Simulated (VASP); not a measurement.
Input of a VASP 6.6.1 run:

INCAR

```
PREC = Accurate
ENCUT = 520
EDIFF = 1E-7
ISMEAR = -1
SIGMA = 0.05
LREAL = False
LASPH = True
NELM = 80
ALGO = Normal
ISIF = 2
LWAVE = False
LCHARG = False
GGA = RE
IVDW = 13
NBANDS = 28
```

KPOINTS

```
regular mesh
0
Gamma
  7 7 7
```

Contents of POSCAR:

```
BaTiO3
1.0
    4.0782473671      0.0000000000      0.0000000000
    0.0000000000      4.0782473671      0.0000000000
    0.0000000000      0.0000000000      4.0968043205
Ba Ti O
1 1 3
Direct
    0.0000000000      0.0000000000      0.0000000000
    0.5000000000      0.5000000000      0.4900000000
    0.0000000000      0.5000000000      0.5170000000
    0.5000000000      0.0000000000      0.5170000000
    0.5000000000      0.5000000000      0.0190000000
```

Potentials or basis: VASP PAW PBE potentials, release 64 (Ba_sv, Ti_sv, O).

Command:

```console
$ cat potpaw_PBE.64/Ba_sv/POTCAR potpaw_PBE.64/Ti_sv/POTCAR potpaw_PBE.64/O/POTCAR > POTCAR
$ mpirun -np 1 vasp_std > vasp.out
```

(1) Predict the pressure.

(2) What does it give for the dispersion energy per atom?

(3) What does it give for the band gap on the k mesh?

## Answers

(1) -6.7 GPa.

(2) -0.354 eV.

(3) 1.77 eV, indirect (least direct gap 2.00 eV).

Caveat: the PAW data sets were made with another functional, which shifts forces and pressure a little; spin-orbit coupling is left out, which moves the levels of the heavy elements.
